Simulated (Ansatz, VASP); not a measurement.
Mo: VASP beside Ansatz

```
Mo
1.0
    -1.56588    1.56588    1.56588
     1.56588   -1.56588    1.56588
     1.56588    1.56588   -1.56588
Mo
1
Direct
  0.00000 0.00000 0.00000
```

Alike in both runs: task relaxation of cell and atoms; functional PBEsol; k mesh 18 × 18 × 18; occupations gaussian, width 0.1 eV; no spin polarisation.

|  | VASP | Ansatz |
| --- | --- | --- |
| version | VASP 6.6.1 | Ansatz 0.2.0 |
| potentials or method | VASP PAW PBE potentials, release 64 (Mo_sv), cutoff 600 eV | scalar-relativistic, plane waves, PAW |
| valence electrons in the cell | 14 | 14 |

```csv
,VASP,Ansatz,Ansatz less VASP
"gap on the k mesh at the Fermi level, each at its own relaxed structure (eV)",none,none,-
relaxed volume (Å³/atom),15.35,15.32,-0.024
relaxed cell length with the largest relative difference (Å),2.712,2.710,-0.0014
```

VASP's potentials were made for PBE, not for PBEsol. A gap of «none» marks a metal or a gap that the smearing closes.
